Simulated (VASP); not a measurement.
Input of a VASP 6.6.1 run:

The input INCAR:

```
  PREC = Accurate
  ENCUT = 520
  EDIFF = 1E-6
  ISMEAR = -1
  SIGMA = 0.1
  LREAL = False
  LASPH = True
  NELM = 80
  ALGO = Normal
  ISIF = 2
  LWAVE = False
  LCHARG = False
  GGA = PS
  NBANDS = 12
```

Contents of KPOINTS:

```
regular mesh
0
Gamma
  12 12 12
```

POSCAR

```
Zr
1.0
    2.9745542963      0.0000000000      0.0000000000
    0.0000000000      2.9745542963      0.0000000000
    0.0000000000      0.0000000000      2.9745542963
Zr
1
Direct
    0.0000000000      0.0000000000      0.0000000000
```

Potentials or basis: VASP PAW PBE potentials, release 64 (Zr_sv).

Run with:

```bash
$ cat potpaw_PBE.64/Zr_sv/POTCAR > POTCAR
$ mpirun -np 1 vasp_std > vasp.out
```

Estimate the pressure.

-6.4 GPa.

What does it give for the band gap on the k mesh?

Zero (band 6 reaches 8.12 eV, above the bottom of band 7 at 5.72 eV).

Caveat: the PAW data sets were made with another functional, which shifts forces and pressure a little.
